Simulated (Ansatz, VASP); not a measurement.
# TaN: VASP beside Ansatz

Contents of POSCAR:

```
TaN
1.0
    0.0000000000      2.1790000000      2.1790000000
    2.1790000000      0.0000000000      2.1790000000
    2.1790000000      2.1790000000      0.0000000000
Ta N
1 1
Direct
    0.5172097292      0.5172097292      0.4827902708
    0.0000000000      0.0000000000      0.0000000000
```

File INCAR.step1:

```
SYSTEM = TaN
PREC = Accurate ; ENCUT = 770
ISMEAR = 0 ; SIGMA = 0.15
LREAL = .FALSE. ; LASPH = .TRUE.
NELM = 120 ; NBANDS = 16
GGA = PE ; ALGO = Normal
EDIFF = 1E-5 ; LWAVE = .TRUE.
LCHARG = .FALSE. ; GGA_COMPAT = .FALSE.
```

INCAR.step2

```
SYSTEM = TaN
PREC = Accurate ; ENCUT = 770
EDIFF = 1E-6 ; ISMEAR = 0
SIGMA = 0.15 ; LREAL = .FALSE.
LASPH = .TRUE. ; NELM = 120
ALGO = Normal ; ISIF = 2
LWAVE = .FALSE. ; LCHARG = .FALSE.
METAGGA = R2SCAN ; LMIXTAU = .TRUE.
NBANDS = 16 ; ISTART = 1
GGA_COMPAT = .FALSE.
```

The input KPOINTS:

```
regular mesh
0
G
  18 18 18
  0 0 0
```

Input for Ansatz:

```yaml
crystal:
  lattice:
    - [0.0, 2.179, 2.179]
    - [2.179, 0.0, 2.179]
    - [2.179, 2.179, 0.0]
  atoms:
    - { symbol: Ta, position: [0.5172097292, 0.5172097292, 0.4827902708] }
    - { symbol: "N", position: [0.0, 0.0, 0.0] }
basis:
  ecutwfc: 500
kpoints:
  mp_grid: { grid: [18, 18, 18] }
hamiltonian:
  xc: r2scan
scf:
  occupations: { method: gaussian, width: 0.15 }
output:
  forces: true
  stress: true
  eigenvalues: true
```

Change from the starting cell: all Ta atoms moved +0.075 Å, as atom 1 along Cartesian [0 0 1].

Alike in both runs: task single point; functional r2SCAN; k mesh 18 × 18 × 18; occupations gaussian, width 0.15 eV; no spin polarisation.

|  | VASP | Ansatz |
| --- | --- | --- |
| version | VASP 6.6.1 | Ansatz 0.2.0 |
| potentials or method | VASP PAW PBE potentials, release 64 (Ta_sv_GW, N), cutoff 770 eV | scalar-relativistic, plane waves, PAW |
| valence electrons in the cell | 18 | 18 |

|  | VASP | Ansatz | Ansatz less VASP |
| --- | --- | --- | --- |
| gap on the k mesh at the Fermi level (eV) | none | none | - |
| pressure (GPa) | 10.9 | 10.8 | -0.09 |
| traceless stress, the component that is largest in VASP (GPa) | 2.03 | 1.99 | -0.042 |
| rms of the force components (eV/Å) | 0.402 | 0.397 | -0.0050 |

VASP's potentials were made for PBE, not for r2SCAN. Atom by atom the forces differ by 0.005 eV/Å (rms over components). A gap of «none» marks a metal or a gap that the smearing closes.

Neither program's run includes spin-orbit coupling.
